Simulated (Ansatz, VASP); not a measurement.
# ScSi2: VASP beside Ansatz

INCAR

```
PREC     = Accurate       # precision mode
ENCUT    = 600            # plane-wave cutoff, eV
EDIFF    = 1E-7           # SCF threshold, eV
ISMEAR   = 0              # smearing method
SIGMA    = 0.1            # smearing width, eV
LREAL    = False          # projectors in reciprocal space
LASPH    = True           # aspherical terms in the spheres
NELM     = 80             # most SCF steps
ALGO     = Normal         # electronic algorithm
ISIF     = 3              # what is computed and relaxed
LWAVE    = False          # write WAVECAR
LCHARG   = False          # write CHGCAR
GGA      = PE             # functional
IBRION   = 2              # ionic algorithm
NSW      = 100            # ionic steps
EDIFFG   = -0.01          # ionic threshold
```

Contents of KPOINTS:

```
Automatic mesh
0
Gamma
  10 10 16
```

File POSCAR:

```
ScSi2
1.0
    4.6060099714      0.0000000000      0.0000000000
    0.0000000000      4.6060099714      0.0000000000
    0.0000000000      0.0000000000      2.8532610858
Sc Si
1 2
Direct
    0.0000000000      0.0000000000      0.0000000000
    0.5000000000      0.0000000000      0.5000000000
    0.0000000000      0.5000000000      0.5000000000
```

Input for Ansatz:

```yaml
crystal:
  lattice:
    - [4.6060099714, 0.0, 0.0]
    - [0.0, 4.6060099714, 0.0]
    - [0.0, 0.0, 2.8532610858]
  atoms:
    - { symbol: Sc, position: [0.0, 0.0, 0.0] }
    - { symbol: Si, position: [0.5, 0.0, 0.5] }
    - { symbol: Si, position: [0.0, 0.5, 0.5] }
basis:
  ecutwfc: 420
kpoints:
  mp_grid: { grid: [10, 10, 16] }
hamiltonian:
  xc: pbe
scf:
  occupations: { method: gaussian, width: 0.1 }
output:
  forces: true
  stress: true
  eigenvalues: true
relax:
  adjacent_minimum: "off"
  f_tol: 0.01
  max_steps: 80
  cell: { stress_tol: 0.05 }
```

Alike in both runs: task relaxation of cell and atoms; functional PBE; k mesh 10 × 10 × 16; occupations gaussian, width 0.1 eV; no spin polarisation.

|  | VASP | Ansatz |
| --- | --- | --- |
| version | VASP 6.6.1 | Ansatz 0.2.0 |
| potentials or method | VASP PAW PBE potentials, release 64 (Sc_sv, Si), cutoff 600 eV | scalar-relativistic, plane waves, PAW |
| valence electrons in the cell | 19 | 19 |

Ansatz gave:

- gap on the k mesh at the Fermi level, each at its own relaxed structure (eV): none
- relaxed volume (Å³/atom): 18.60
- relaxed length of the cell vector where the two differ most in proportion (Å): 3.647

Task: Which values does VASP return?

Result: gap on the k mesh at the Fermi level, each at its own relaxed structure (eV): none; relaxed volume (Å³/atom): 18.62; relaxed length of the cell vector where the two differ most in proportion (Å): 3.649.

A gap of «none» marks a metal or a gap that the smearing closes.
